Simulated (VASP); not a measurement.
# SiC (F-43m) in VASP: further runs

Runs on SiC. Level: LDA. Tasks: single point, relaxation of cell and atoms.

Program: VASP 6.6.1. These are calculated values, not measurements. Logs are shortened: lines on timing, memory, paths and dates and some standing lists are left out, and cuts for length are marked.

### 1 The cell of the first run

The structure is cubic, space group F-43m (No. 216). Conventional cell: a = 4.329 Å, b = 4.329 Å, c = 4.329 Å, α = 90.00°, β = 90.00°, γ = 90.00°. Within 2.5 Å of Si (site symmetry -43m) lie 4 C at 1.87 Å. C (site symmetry -43m) has 4 Si at 1.87 Å within 2.5 Å.

### 2 Single point, LDA

File INCAR:

```
SYSTEM = SiC
  PREC = Accurate
  ENCUT = 520
  EDIFF = 1E-6
  ISMEAR = -1
  SIGMA = 0.08
  LREAL = .False.
  LASPH = .True.
  NELM = 100
  ALGO = Normal
  ISIF = 2
  LWAVE = .False.
  LCHARG = .False.
  NBANDS = 11
```

File KPOINTS:

```
regular mesh
0
Gamma
  14 14 14
  0 0 0
```

File POSCAR:

```
SiC
1.0
    2.1644853876      2.1644853876      0.0000000000
   -2.1644853876      2.1644853876      0.0000000000
    0.0000000000      2.1644853876      2.1644853876
Si C
1 1
Direct
    0.0000000000      0.0000000000      0.0000000000
    0.7500000000      0.2500000000      0.5000000000
```

Potentials or basis: VASP PAW LDA potentials, release 64 (Si, C).

Started as:

```
> cat potpaw_LDA.64/Si/POTCAR potpaw_LDA.64/C/POTCAR > POTCAR
> mpirun -np 1 vasp_std > vasp.out
```

OUTCAR:

```text
SYSTEM = SiC
   PREC = Accurate
   ENCUT = 520
   EDIFF = 1E-6
   ISMEAR = -1
   LREAL = .False.
   LASPH = .True.
   NELM = 100
   ISIF = 2

 ion  position               nearest neighbor table
   1  0.000  0.000  0.000-   2 1.87   2 1.87   2 1.87   2 1.87
   2  0.750  0.250  0.500-   1 1.87   1 1.87   1 1.87   1 1.87

  LATTYP: Found a face centered cubic cell.
 ALAT       =     4.3289707752

  Lattice vectors:

 A1 = (   0.0000000000,   2.1644853876,   2.1644853876)
 A2 = (   2.1644853876,   0.0000000000,   2.1644853876)
 A3 = (   2.1644853876,   2.1644853876,   0.0000000000)

Analysis of symmetry for initial positions (statically):
=====================================================================
 Subroutine PRICEL returns:
 Original cell was already a primitive cell.

 Routine SETGRP: Setting up the symmetry group for a
 face centered cubic supercell.

 Subroutine GETGRP returns: Found 24 space group operations
 (whereof 24 operations were pure point group operations)
 out of a pool of 48 trial point group operations.

The static configuration has the point symmetry T_d .

Analysis of symmetry for dynamics (positions and initial velocities):
=====================================================================
 Subroutine PRICEL returns:
 Original cell was already a primitive cell.

 Routine SETGRP: Setting up the symmetry group for a
 face centered cubic supercell.

 Subroutine GETGRP returns: Found 24 space group operations
 (whereof 24 operations were pure point group operations)
 out of a pool of 48 trial point group operations.

The dynamic configuration has the point symmetry T_d .

 Subroutine INISYM returns: Found 24 space group operations
 (whereof 24 operations are pure point group operations),
 and found     1 'primitive' translations

----------------------------------------------------------------------------------------

                                     Primitive cell

  volume of cell :      20.2812

  direct lattice vectors                    reciprocal lattice vectors
     2.164485388  2.164485388  0.000000000     0.231001790  0.231001790 -0.231001790
    -2.164485388  2.164485388  0.000000000    -0.231001790  0.231001790 -0.231001790
     0.000000000  2.164485388  2.164485388     0.000000000  0.000000000  0.462003581

  length of vectors
     3.061044591  3.061044591  3.061044591     0.400106838  0.400106838  0.462003581

  position of ions in fractional coordinates (direct lattice)
     0.000000000  0.000000000  0.000000000
     0.750000000  0.250000000  0.500000000

  ion indices of the primitive-cell ions
   primitive index   ion index
                 1           1
                 2           2

----------------------------------------------------------------------------------------

 KPOINTS: regular mesh

Automatic generation of k-mesh.
 Grid dimensions read from file:
 generate k-points for:   14   14   14

 Generating k-lattice:

  Cartesian coordinates                     Fractional coordinates (reciprocal lattice)
     0.016500128  0.016500128 -0.016500128     0.071428571  0.000000000  0.000000000
    -0.016500128  0.016500128 -0.016500128     0.000000000  0.071428571  0.000000000
     0.000000000  0.000000000  0.033000256     0.000000000  0.000000000  0.071428571

  Length of vectors
     0.028579060  0.028579060  0.033000256

  Shift w.r.t. Gamma in fractional coordinates (k-lattice)
     0.000000000  0.000000000  0.000000000

 Subroutine IBZKPT returns following result:
 ===========================================

 Found    104 irreducible k-points:

 Following reciprocal coordinates:
            Coordinates               Weight
  0.000000  0.000000  0.000000      1.000000
  0.071429  0.000000  0.000000      8.000000
  0.142857  0.000000  0.000000      8.000000
  0.214286  0.000000  0.000000      8.000000
  0.285714  0.000000  0.000000      8.000000
  0.357143  0.000000  0.000000      8.000000
[... 16 lines left out ...]
  0.214286  0.142857  0.000000     24.000000
  0.285714  0.142857  0.000000     24.000000
 [... further k-points ...]
   k-points           NKPTS =    104   k-points in BZ     NKDIM =    104   number of bands    NBANDS=     11
   number of dos      NEDOS =    301   number of ions     NIONS =      2
   total plane-waves  NPLWV =  13824
   dimension x,y,z NGX =    24 NGY =   24 NGZ =   24
   dimension x,y,z NGXF=    48 NGYF=   48 NGZF=   48
   ions per type =               1   1
   NGX,Y,Z   is equivalent  to a cutoff of  13.03, 13.03, 13.03 a.u.
   NGXF,Y,Z  is equivalent  to a cutoff of  26.07, 26.07, 26.07 a.u.
 SYSTEM =  SiC
   PREC   = accura    normal or accurate (medium, high low for compatibility)
   ISTART =      0    job   : 0-new  1-cont  2-samecut
   ICHARG =      2    charge: 1-file 2-atom 10-const
   ISPIN  =      1    spin polarized calculation?
   LNONCOLLINEAR =      F non collinear calculations
   LSORBIT =      F    spin-orbit coupling
   LASPH  =      T    aspherical Exc in radial PAW
   ENCUT  =  520.0 eV  38.22 Ry    6.18 a.u.   5.69  5.69  5.69*2*pi/ulx,y,z
   NELM   =    100;   NELMIN=  2; NELMDL= -5     # of ELM steps
   EDIFF  = 0.1E-05   stopping-criterion for ELM
   LREAL  =      F    real-space projection
   EDIFFG = 0.1E-04   stopping-criterion for IOM
   NSW    =      0    number of steps for IOM
   IBRION =     -1    ionic relax: 0-MD 1-quasi-New 2-CG
   NFREE  =      0    steps in history (QN), initial steepest desc. (CG)
   ISIF   =      2    stress and relaxation
   ISYM   =      2    0-nonsym 1-usesym 2-fastsym
   POTIM  = 0.5000    time-step for ionic-motion
   TEBEG  =    0.0;   TEEND  =   0.0 temperature during run
   PSTRESS=    0.0 pullay stress
   NELECT =       8.0000    total number of electrons
   NUPDOWN=      -1.0000    fix difference up-down
   EMIN   =  10.00;   EMAX   =-10.00  energy-range for DOS
   EFERMI =   0.00;   METHOD = LEGACY
   ISMEAR =    -1;   SIGMA  =   0.08  broadening in eV -4-tet -1-fermi 0-gaus
   EFERMI_NEDOS =   21; number of points for ismear=-14 and -15
   IALGO  =     38    algorithm
   IMIX   =      4    mixing-type and parameters
     AMIX     =   0.40;   BMIX     =  1.00
     AMIX_MAG =   1.60;   BMIX_MAG =  1.00
  volume/ion in A,a.u.               =      10.14        68.43
  Fermi-wavevector in a.u.,A,eV,Ry     =   1.200623  2.268849 19.612754  1.441497
  Thomas-Fermi vector in A             =   2.336454
   LORBIT       =      0    0 simple, 1 ext, 2 COOP (PROOUT), +10 PAW based schemes
   GGA     = CA    functional components
   LHFCALC =     F    Hartree Fock is set to
   AEXX    =    0.0000 exact exchange contribution
   IVDW    =     0    specifies the selected vdW correction
   LEPSILON=     F    determine dielectric tensor
   LRPA    =     F    only Hartree local field effects (RPA)
 non-spin polarized calculation
  energy-cutoff  :      520.00
  volume of cell :       20.28
 maximum number of plane-waves:       568
   NGX = 11   NGY = 11   NGZ = 11

 number of electron       8.0000000 magnetization

 Free energy of the ion-electron system (eV)
  ---------------------------------------------------
  ext. energy  EPLUGINS =         0.00000000
  ---------------------------------------------------
  free energy    TOTEN  =       -16.64266302 eV

  energy without entropy =      -16.64265957  energy(sigma->0) =      -16.64266129

 E-fermi :   9.0129     XC(G=0): -11.6422

 val. band max:        8.2911402444   @ k =   0.0000   0.0000   0.0000
 cond. band min:       9.5786257212   @ k =   0.5000   0.5000   0.0000
 fundamental gap:      1.2874854768
 Fermi energy:         9.0128601073

 k-point     1 :       0.0000    0.0000    0.0000
  band No.  band energies     occupation
      1      -7.1821      2.00000
      2       8.2911      1.99976
      3       8.2911      1.99976
      4       8.2911      1.99976
      5      14.8198      0.00000
      6      15.6217      0.00000
      7      15.6217      0.00000
      8      15.6217      0.00000
      9      22.8674      0.00000
     10      22.8674      0.00000
     11      24.7746      0.00000

 k-point     2 :       0.0714    0.0000    0.0000
  band No.  band energies     occupation
      1      -7.0804      2.00000
      2       7.7499      2.00000
      3       8.2198      1.99990
      4       8.2198      1.99990
      5      14.9827      0.00000
      6      15.7420      0.00000
      7      15.7551      0.00000
      8      15.7551      0.00000
      9      22.2494      0.00000
     10      22.2494      0.00000
     11      24.7189      0.00000

 k-point     3 :       0.1429    0.0000    0.0000
  band No.  band energies     occupation
      1      -6.7771      2.00000
      2       6.4458      2.00000
      3       8.0347      1.99999
      4       8.0347      1.99999
      5      14.8734      0.00000
      6      16.0515      0.00000
      7      16.0515      0.00000
      8      16.4539      0.00000
      9      21.4468      0.00000
     10      21.4468      0.00000
     11      24.1433      0.00000

 k-point     4 :       0.2143    0.0000    0.0000
  band No.  band energies     occupation
      1      -6.2791      2.00000
      2       4.8276      2.00000
      3       7.7986      2.00000
      4       7.7986      2.00000
      5      14.5658      0.00000
      6      16.2365      0.00000
      7      16.2365      0.00000
      8      17.3499      0.00000
      9      21.2330      0.00000
     10      21.2330      0.00000
     11      23.5737      0.00000

 k-point     5 :       0.2857    0.0000    0.0000
  band No.  band energies     occupation
      1      -5.6018      2.00000
      2       3.1491      2.00000
      3       7.5700      2.00000
      4       7.5700      2.00000
      5      14.2693      0.00000
      6      16.1182      0.00000
      7      16.1182      0.00000
      8      18.0074      0.00000
      9      21.8370      0.00000
     10      21.8370      0.00000
     11      23.3991      0.00000
[... 211 lines left out ...]
 k-point    21 :      -0.0714    0.0714    0.0000
  band No.  band energies     occupation
      1      -7.0464      2.00000
      2       7.8987      2.00000
      3       8.0316      1.99999
      4       8.0316      1.99999
      5      15.0318      0.00000
      6      15.3932      0.00000
      7      16.0004      0.00000
      8      16.0004      0.00000
      9      21.2994      0.00000
     10      23.0187      0.00000
     11      25.2585      0.00000

 k-point    22 :       0.1429    0.1429    0.0000
  band No.  band energies     occupation
      1      -6.1134      2.00000
      2       5.0868      2.00000
      3       6.3718      2.00000
      4       8.0584      1.99999
      5      15.4470      0.00000
      6      15.8356      0.00000
      7      16.2028      0.00000
      8      17.2182      0.00000
      9      19.7770      0.00000
     10      22.3334      0.00000
     11      26.4360      0.00000

 k-point    23 :       0.2143    0.1429    0.0000
  band No.  band energies     occupation
      1      -5.5004      2.00000
      2       3.7922      2.00000
      3       5.7993      2.00000
      4       7.8093      2.00000
      5      15.1083      0.00000
      6      16.0460      0.00000
      7      16.3940      0.00000
      8      17.5287      0.00000
      9      19.8879      0.00000
     10      23.1579      0.00000
     11      26.2294      0.00000

 k-point    24 :       0.2857    0.1429    0.0000
  band No.  band energies     occupation
      1      -4.7328      2.00000
      2       2.3007      2.00000
      3       5.5599      2.00000
      4       7.4807      2.00000
      5      14.5878      0.00000
      6      15.8938      0.00000
      7      16.4126      0.00000
      8      18.3552      0.00000
      9      20.8108      0.00000
     10      23.6868      0.00000
     11      26.3025      0.00000

 [... further k-points ...]
[... 5 lines left out ...]
  --------------------------------------------------------------------------------------
  -------------------------------------------------------------------------------------
  Total        0.0528145      0.0528145      0.0528145     -0.0000000      0.0000000     -0.0000000
  in kB        4.1722467      4.1722467      4.1722467     -0.0000000      0.0000000     -0.0000000
  external PRESSURE =       4.1722467 kB  Pullay stress =       0.0000000 kB

 VOLUME and BASIS-vectors are now :
 -----------------------------------------------------------------------------
  energy-cutoff  :      520.00
  volume of cell :       20.28
      direct lattice vectors                 reciprocal lattice vectors
     2.164485388  2.164485388  0.000000000     0.231001790  0.231001790 -0.231001790
    -2.164485388  2.164485388  0.000000000    -0.231001790  0.231001790 -0.231001790
     0.000000000  2.164485388  2.164485388     0.000000000  0.000000000  0.462003581

 POSITION                                       TOTAL-FORCE (eV/Angst)
 -----------------------------------------------------------------------------------
      0.00000      0.00000      0.00000         0.000000      0.000000      0.000000
      1.08224      3.24673      1.08224        -0.000000     -0.000000      0.000000
 -----------------------------------------------------------------------------------
    total drift:                                0.000000      0.000000     -0.000000

  FREE ENERGIE OF THE ION-ELECTRON SYSTEM (eV)
  ---------------------------------------------------
  free  energy   TOTEN  =       -16.6426630214 eV

  energy  without entropy=      -16.6426595679  energy(sigma->0) =      -16.64266129
```

It took 12 s on 1 thread of Intel Xeon 8259CL, shared host; peak memory 0.14 GiB.

Results:

| Quantity | Value |
| --- | --- |
| Free energy | -16.6427 eV |
| Pressure | 0.4 GPa |
| Band gap on the k mesh | 1.29 eV (least direct gap 4.52 eV) |

### 3 Relaxation of cell and atoms, LDA, target pressure -2 GPa, at which the enthalpy is minimised

File INCAR:

```
SYSTEM = SiC
PREC = Accurate ; ENCUT = 600
EDIFF = 1E-6 ; ISMEAR = 0
SIGMA = 0.01 ; LREAL = .False.
LASPH = .True. ; NELM = 60
ALGO = Normal ; ISIF = 3
LWAVE = .False. ; LCHARG = .False.
IBRION = 2 ; NSW = 100
EDIFFG = -0.002 ; PSTRESS = -20.0
```

File KPOINTS:

```
regular mesh
0
Gamma
  10 10 10
  0 0 0
```

POSCAR is that of step 2.

Potentials or basis: VASP PAW LDA potentials, release 64 (Si, C).

Started as:

```
> cat potpaw_LDA.64/Si/POTCAR potpaw_LDA.64/C/POTCAR > POTCAR
> mpirun -np 1 vasp_std > vasp.out
```

Wall time 9.2 s (1 thread of Intel Xeon 8259CL, shared host); peak memory 0.13 GiB.

It converged, with:

* Free energy: -16.6435 eV
* Relaxed volume: 10.24 Å³/atom
* Relaxed cell: a = 3.071 Å, b = 3.071 Å, c = 3.071 Å, α = 60.00°, β = 60.00°, γ = 90.00°
* Space group after relaxing (to 0.1 Å): F-43m (No. 216)
* Energy change on relaxing (the run minimises the enthalpy): +0.6 meV/atom
* Ionic steps: 3
* Pressure after relaxing: -2.0 GPa
* Band gap on the k mesh: 1.30 eV (least direct gap 4.51 eV)

Step by step:
```csv
step,energy change (eV),largest force (eV/Å),pressure (GPa),volume (Å³)
1,0.0000,0.0000,0.26,20.28
2,0.0054,0.0000,-4.29,20.70
3,0.0011,0.0000,-2.00,20.49
```

Final structure:
```
CELL_PARAMETERS angstrom
2.17172 2.17172 0.00000
-2.17172 2.17172 0.00000
0.00000 2.17172 2.17172
ATOMIC_POSITIONS crystal
Si 0.00000 0.00000 0.00000
C 0.75000 0.25000 0.50000
```

Levels at points of the mesh, in eV from the valence-band top:
```csv
k point,band 1,band 2,band 3,band 4,band 5,band 6,band 7,band 8
"(0.00, 0.00, 0.00)",-15.39,0.00,0.00,0.00,6.41,7.26,7.26,7.26
"(0.50, 0.00, 0.00)",-11.74,-8.61,-1.06,-1.06,5.48,7.17,7.17,9.97
"(0.50, 0.50, 0.00)",-10.25,-7.84,-3.21,-3.21,1.30,4.22,13.94,13.94
```

Caveat: the cell is relaxed towards a set pressure, so the run minimises the enthalpy, not the energy. A k mesh can miss the band edges.

### 4 Relaxation of cell and atoms, LDA, target pressure 2 GPa, at which the enthalpy is minimised

File INCAR:

```
PREC = Accurate
ENCUT = 600
EDIFF = 1E-6
ISMEAR = 0
SIGMA = 0.01
LREAL = F
LASPH = T
NELM = 60
ALGO = Normal
ISIF = 3
LWAVE = F
LCHARG = F
GGA = CA
IBRION = 2
NSW = 100
EDIFFG = -0.002
PSTRESS = 20.0
```

File KPOINTS:

```
regular mesh
0
Gamma
  10 10 10
```

POSCAR is that of step 3.

Started as:

```
> cat potpaw_LDA.64/Si/POTCAR potpaw_LDA.64/C/POTCAR > POTCAR
> mpirun -np 1 vasp_std > vasp.out
```

Run time: 9.9 s. Hardware: 1 thread of Intel Xeon 8259CL, shared host; peak memory 0.13 GiB.

The run converged. Its results:

```
Free energy                                                : -16.6436 eV
Relaxed volume                                             : 10.06 Å³/atom
Relaxed cell                                               : a = 3.053 Å, b = 3.053 Å, c = 3.053 Å, α = 60.00°, β = 60.00°, γ = 90.00°
Space group after relaxing (to 0.1 Å)                      : F-43m (No. 216)
Energy change on relaxing (the run minimises the enthalpy) : +0.5 meV/atom
Ionic steps                                                : 3
Pressure after relaxing                                    : 2.0 GPa
Band gap on the k mesh                                     : 1.28 eV (least direct gap 4.53 eV)
```

Step by step:
| step | energy change (eV) | largest force (eV/Å) | pressure (GPa) | volume (Å³) |
| --- | --- | --- | --- | --- |
| 1 | 0.0000 | 0.0000 | 0.26 | 20.28 |
| 2 | 0.0043 | 0.0000 | 4.04 | 19.96 |
| 3 | 0.0011 | 0.0000 | 2.00 | 20.13 |

Final structure:
```cif
data_structure
_symmetry_space_group_name_H-M 'P 1'
_symmetry_Int_Tables_number 1
_cell_length_a 3.0534
_cell_length_b 3.0534
_cell_length_c 3.0534
_cell_angle_alpha 60.000
_cell_angle_beta 60.000
_cell_angle_gamma 90.000
_cell_volume 20.13
loop_
_atom_site_label
_atom_site_type_symbol
_atom_site_fract_x
_atom_site_fract_y
_atom_site_fract_z
_atom_site_occupancy
Si1 Si 0.00000 0.00000 0.00000 1
C1 C 0.75000 0.25000 0.50000 1
```

Levels at points of the mesh, in eV from the valence-band top:
```csv
k point,band 2,band 3,band 4,band 5,band 6,band 7
"(0.00, 0.00, 0.00)",0.00,0.00,0.00,6.62,7.38,7.38
"(0.50, 0.00, 0.00)",-8.71,-1.06,-1.06,5.64,7.24,7.24
"(0.50, 0.50, 0.00)",-7.90,-3.25,-3.25,1.28,4.29,14.15
```

Caveat: the cell is relaxed towards a set pressure, so the run minimises the enthalpy, not the energy.

### 5 Summary

```tsv
task	cell	k mesh	cutoff (eV)	smearing	gap on the mesh (eV)	pressure (GPa)
single point	a = 3.061 Å, angles 60.0, 60.0, 90.0°, 2 atoms	14 × 14 × 14	520	fermi-dirac 0.08 eV	1.29	0.4
relaxation of cell and atoms	relaxed to -2 GPa from a = 3.061 Å, angles 60.0, 60.0, 90.0°, 2 atoms	10 × 10 × 10	600	gaussian 0.01 eV	1.30	-2.0
relaxation of cell and atoms	relaxed to 2 GPa from a = 3.061 Å, angles 60.0, 60.0, 90.0°, 2 atoms	10 × 10 × 10	600	gaussian 0.01 eV	1.28	2.0
```

Alike in all rows: level LDA; potentials or basis VASP PAW LDA potentials, release 64 (Si, C); no spin polarisation.

Caveats: the cell is relaxed towards a set pressure, so the run minimises the enthalpy, not the energy (at least some runs).

Absolute energies hang on the potentials; compare differences alone.
